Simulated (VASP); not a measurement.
# Pt (Fm-3m) in VASP: notebook, part 2 of 3

VASP 6.6.1. The steps go on from the part before.

**3. Single point, RPBE**

This run uses another cell than the first one, of 15.89 Å³/atom, 1.058 times its volume.

The input, INCAR:

```
PREC = Accurate
ENCUT = 500
EDIFF = 1E-6
ISMEAR = -1
SIGMA = 0.05
LREAL = F
LASPH = T
NELM = 120
ALGO = Normal
ISIF = 2
LWAVE = F
LCHARG = T
GGA = RP
LELF = T
LVHAR = T
NBANDS = 11
GGA_COMPAT = F
```

The input, KPOINTS:

```
regular mesh
0
Gamma
  9 9 9
```

The input, POSCAR:

```
Pt
1.0
    0.0000000000      1.9952734446      1.9952734446
    1.9952734446      0.0000000000      1.9952734446
    1.9952734446      1.9952734446      0.0000000000
Pt
1
Direct
    0.0000000000      0.0000000000      0.0000000000
```

Potentials or basis: VASP PAW PBE potentials, release 64 (Pt).

Launch:

```sh
$ cat potpaw_PBE.64/Pt/POTCAR > POTCAR
$ mpirun -np 1 vasp_std > vasp.out
```

OUTCAR:

```text
PREC = Accurate
   ENCUT = 500
   EDIFF = 1E-6
   ISMEAR = -1
   LREAL = F
   LASPH = T
   NELM = 120
   ISIF = 2
   GGA = RP

 ion  position               nearest neighbor table
   1  0.000  0.000  0.000-

  LATTYP: Found a face centered cubic cell.
 ALAT       =     3.9905468892

  Lattice vectors:

 A1 = (   0.0000000000,   1.9952734446,   1.9952734446)
 A2 = (   1.9952734446,   0.0000000000,   1.9952734446)
 A3 = (   1.9952734446,   1.9952734446,   0.0000000000)

Analysis of symmetry for initial positions (statically):
=====================================================================
 Subroutine PRICEL returns:
 Original cell was already a primitive cell.

 Routine SETGRP: Setting up the symmetry group for a
 face centered cubic supercell.

 Subroutine GETGRP returns: Found 48 space group operations
 (whereof 48 operations were pure point group operations)
 out of a pool of 48 trial point group operations.

The static configuration has the point symmetry O_h .

Analysis of symmetry for dynamics (positions and initial velocities):
=====================================================================
 Subroutine PRICEL returns:
 Original cell was already a primitive cell.

 Routine SETGRP: Setting up the symmetry group for a
 face centered cubic supercell.

 Subroutine GETGRP returns: Found 48 space group operations
 (whereof 48 operations were pure point group operations)
 out of a pool of 48 trial point group operations.

The dynamic configuration has the point symmetry O_h .

 Subroutine INISYM returns: Found 48 space group operations
 (whereof 48 operations are pure point group operations),
 and found     1 'primitive' translations

----------------------------------------------------------------------------------------

                                     Primitive cell

  volume of cell :      15.8868

  direct lattice vectors                    reciprocal lattice vectors
     0.000000000  1.995273445  1.995273445    -0.250592219  0.250592219  0.250592219
     1.995273445  0.000000000  1.995273445     0.250592219 -0.250592219  0.250592219
     1.995273445  1.995273445  0.000000000     0.250592219  0.250592219 -0.250592219

  length of vectors
     2.821742766  2.821742766  2.821742766     0.434038455  0.434038455  0.434038455

  position of ions in fractional coordinates (direct lattice)
     0.000000000  0.000000000  0.000000000

  ion indices of the primitive-cell ions
   primitive index   ion index
                 1           1

----------------------------------------------------------------------------------------

 KPOINTS: regular mesh

Automatic generation of k-mesh.
 Grid dimensions read from file:
 generate k-points for:    9    9    9

 Generating k-lattice:

  Cartesian coordinates                     Fractional coordinates (reciprocal lattice)
    -0.027843580  0.027843580  0.027843580     0.111111111  0.000000000  0.000000000
     0.027843580 -0.027843580  0.027843580     0.000000000  0.111111111  0.000000000
     0.027843580  0.027843580 -0.027843580     0.000000000  0.000000000  0.111111111

  Length of vectors
     0.048226495  0.048226495  0.048226495

  Shift w.r.t. Gamma in fractional coordinates (k-lattice)
     0.000000000  0.000000000  0.000000000

 Subroutine IBZKPT returns following result:
 ===========================================

 Found     35 irreducible k-points:

 Following reciprocal coordinates:
            Coordinates               Weight
  0.000000  0.000000  0.000000      1.000000
  0.111111  0.000000  0.000000      8.000000
  0.222222  0.000000  0.000000      8.000000
  0.333333  0.000000  0.000000      8.000000
  0.444444  0.000000  0.000000      8.000000
  0.111111  0.111111  0.000000      6.000000
[... 16 lines left out ...]
 -0.333333  0.333333  0.000000     12.000000
  0.444444  0.444444  0.000000      6.000000
 [... further k-points ...]
   k-points           NKPTS =     35   k-points in BZ     NKDIM =     35   number of bands    NBANDS=     11
   number of dos      NEDOS =    301   number of ions     NIONS =      1
   total plane-waves  NPLWV =  13824
   dimension x,y,z NGX =    24 NGY =   24 NGZ =   24
   dimension x,y,z NGXF=    48 NGYF=   48 NGZF=   48
   ions per type =               1
   NGX,Y,Z   is equivalent  to a cutoff of  14.14, 14.14, 14.14 a.u.
   NGXF,Y,Z  is equivalent  to a cutoff of  28.28, 28.28, 28.28 a.u.
 SYSTEM =  unknown system
   PREC   = accura    normal or accurate (medium, high low for compatibility)
   ISTART =      0    job   : 0-new  1-cont  2-samecut
   ICHARG =      2    charge: 1-file 2-atom 10-const
   ISPIN  =      1    spin polarized calculation?
   LNONCOLLINEAR =      F non collinear calculations
   LSORBIT =      F    spin-orbit coupling
   LASPH  =      T    aspherical Exc in radial PAW
   ENCUT  =  500.0 eV  36.75 Ry    6.06 a.u.   5.14  5.14  5.14*2*pi/ulx,y,z
   NELM   =    120;   NELMIN=  2; NELMDL= -5     # of ELM steps
   EDIFF  = 0.1E-05   stopping-criterion for ELM
   LREAL  =      F    real-space projection
   EDIFFG = 0.1E-04   stopping-criterion for IOM
   NSW    =      0    number of steps for IOM
   IBRION =     -1    ionic relax: 0-MD 1-quasi-New 2-CG
   NFREE  =      0    steps in history (QN), initial steepest desc. (CG)
   ISIF   =      2    stress and relaxation
   ISYM   =      2    0-nonsym 1-usesym 2-fastsym
   POTIM  = 0.5000    time-step for ionic-motion
   TEBEG  =    0.0;   TEEND  =   0.0 temperature during run
   PSTRESS=    0.0 pullay stress
   NELECT =      10.0000    total number of electrons
   NUPDOWN=      -1.0000    fix difference up-down
   EMIN   =  10.00;   EMAX   =-10.00  energy-range for DOS
   EFERMI =   0.00;   METHOD = LEGACY
   ISMEAR =    -1;   SIGMA  =   0.05  broadening in eV -4-tet -1-fermi 0-gaus
   EFERMI_NEDOS =   21; number of points for ismear=-14 and -15
   IALGO  =     38    algorithm
   IMIX   =      4    mixing-type and parameters
     AMIX     =   0.40;   BMIX     =  1.00
     AMIX_MAG =   1.60;   BMIX_MAG =  1.00
  volume/ion in A,a.u.               =      15.89       107.21
  Fermi-wavevector in a.u.,A,eV,Ry     =   1.403015  2.651314 26.782415  1.968452
  Thomas-Fermi vector in A             =   2.525719
   LORBIT       =      0    0 simple, 1 ext, 2 COOP (PROOUT), +10 PAW based schemes
   GGA     = RP    functional components
   LHFCALC =     F    Hartree Fock is set to
   AEXX    =    0.0000 exact exchange contribution
   IVDW    =     0    specifies the selected vdW correction
   LEPSILON=     F    determine dielectric tensor
   LRPA    =     F    only Hartree local field effects (RPA)
 non-spin polarized calculation
  energy-cutoff  :      500.00
  volume of cell :       15.89
 maximum number of plane-waves:       419
 NGX is ok and might be reduce to    24
   NGX = 11   NGY = 11   NGZ = 11

 number of electron      10.0000001 magnetization

 Free energy of the ion-electron system (eV)
  ---------------------------------------------------
  ext. energy  EPLUGINS =         0.00000000
  ---------------------------------------------------
  free energy    TOTEN  =        -5.49242358 eV

  energy without entropy =       -5.47913838  energy(sigma->0) =       -5.48578098

 E-fermi :  10.3795     XC(G=0): -13.1191

 val. band max:       10.3121693388   @ k =   0.4444   0.4444   0.0000
 cond. band min:      10.3812815141   @ k =   0.4444   0.1111   0.0000
 fundamental gap:      0.0691121753
 Fermi energy:        10.3795186794

 k-point     1 :       0.0000    0.0000    0.0000
  band No.  band energies     occupation
      1       0.7658      2.00000
      2       6.9020      2.00000
      3       6.9020      2.00000
      4       6.9020      2.00000
      5       8.8699      2.00000
      6       8.8699      2.00000
      7      25.1227      0.00000
      8      29.8226      0.00000
      9      29.8226      0.00000
     10      29.8226      0.00000
     11      34.9674      0.00000

 k-point     2 :       0.1111    0.0000    0.0000
  band No.  band energies     occupation
      1       1.2290      2.00000
      2       6.7209      2.00000
      3       7.0687      2.00000
      4       7.0687      2.00000
      5       8.7919      2.00000
      6       8.7919      2.00000
      7      25.7766      0.00000
      8      27.7574      0.00000
      9      30.5046      0.00000
     10      30.5046      0.00000
     11      36.2362      0.00000
[... 295 lines left out ...]
 k-point    24 :       0.4444    0.4444    0.0000
  band No.  band energies     occupation
      1       3.9228      2.00000
      2       4.3554      2.00000
      3      10.3122      1.58727
      4      10.6163      0.01741
      5      10.6163      0.01741
      6      11.4664      0.00000
      7      19.8099      0.00000
      8      21.9983      0.00000
      9      21.9983      0.00000
     10      29.7165      0.00000
     11      32.6990      0.00000

 [... further k-points ...]
[... 5 lines left out ...]
  --------------------------------------------------------------------------------------
  -------------------------------------------------------------------------------------
  Total       -0.0479921     -0.0479921     -0.0479921      0.0000000     -0.0000000      0.0000000
  in kB       -4.8399789     -4.8399789     -4.8399789      0.0000000     -0.0000000      0.0000000
  external PRESSURE =      -4.8399789 kB  Pullay stress =       0.0000000 kB

 VOLUME and BASIS-vectors are now :
 -----------------------------------------------------------------------------
  energy-cutoff  :      500.00
  volume of cell :       15.89
      direct lattice vectors                 reciprocal lattice vectors
     0.000000000  1.995273445  1.995273445    -0.250592219  0.250592219  0.250592219
     1.995273445  0.000000000  1.995273445     0.250592219 -0.250592219  0.250592219
     1.995273445  1.995273445  0.000000000     0.250592219  0.250592219 -0.250592219

 POSITION                                       TOTAL-FORCE (eV/Angst)
 -----------------------------------------------------------------------------------
      0.00000      0.00000      0.00000         0.000000      0.000000      0.000000
 -----------------------------------------------------------------------------------
    total drift:                               -0.000000      0.000000     -0.000000

  FREE ENERGIE OF THE ION-ELECTRON SYSTEM (eV)
  ---------------------------------------------------
  free  energy   TOTEN  =        -5.4924235798 eV

  energy  without entropy=       -5.4791383765  energy(sigma->0) =       -5.48578098
```

OSZICAR:

```text
N       E                     dE             d eps       ncg     rms          rms(c)
DAV:   1     0.392693757714E+02    0.39269E+02   -0.53014E+03   778   0.826E+02
DAV:   2    -0.520727688131E+01   -0.44477E+02   -0.42634E+02   889   0.176E+02
DAV:   3    -0.581853397700E+01   -0.61126E+00   -0.60903E+00   893   0.195E+01
DAV:   4    -0.582114114050E+01   -0.26072E-02   -0.26070E-02   884   0.151E+00
DAV:   5    -0.582116344160E+01   -0.22301E-04   -0.22299E-04   914   0.128E-01    0.109E+01
DAV:   6    -0.552593241387E+01    0.29523E+00   -0.70062E-01   833   0.664E+00    0.587E+00
DAV:   7    -0.549491834578E+01    0.31014E-01   -0.12637E-01   893   0.277E+00    0.235E+00
DAV:   8    -0.549257651392E+01    0.23418E-02   -0.47076E-03   839   0.561E-01    0.499E-01
DAV:   9    -0.549242261656E+01    0.15390E-03   -0.10448E-04   878   0.871E-02    0.689E-02
DAV:  10    -0.549242380059E+01   -0.11840E-05   -0.53838E-06   938   0.202E-02    0.531E-03
DAV:  11    -0.549242357980E+01    0.22079E-06   -0.43769E-08   490   0.193E-03
   1 F= -.54924236E+01 E0= -.54857810E+01  d E =-.132852E-01
```

stdout:

```text
POSCAR found type information on POSCAR Pt
 POSCAR found :  1 types and       1 ions
 scaLAPACK will be used
 -----------------------------------------------------------------------------
|                                                                             |
|                                                                             |
|     You enforced a specific xc type in the INCAR file but a different       |
|     I HOPE YOU KNOW WHAT YOU ARE DOING!                                     |
|                                                                             |
 -----------------------------------------------------------------------------

 LDA part: xc-table for (Slater+PW92), standard interpolation
 POSCAR, INCAR and KPOINTS ok, starting setup
 FFT: planning ... GRIDC
 FFT: planning ... GRID_SOFT
 FFT: planning ... GRID
 WAVECAR not read
 entering main loop
```

Run time: 5.7 s. Hardware: 1 thread of Intel Xeon 6975P-C, shared host; peak memory 0.14 GiB.

What came out:

```
Free energy            : -5.4924 eV
Pressure               : -0.5 GPa
Band gap on the k mesh : zero (band 5 reaches 10.69 eV, above the bottom of band 6 at 8.79 eV)
```

Caveat: the PAW data sets were made with another functional, which shifts forces and pressure a little; spin-orbit coupling is left out, which moves the levels of the heavy elements.

(Continued in part 3 of 3.)
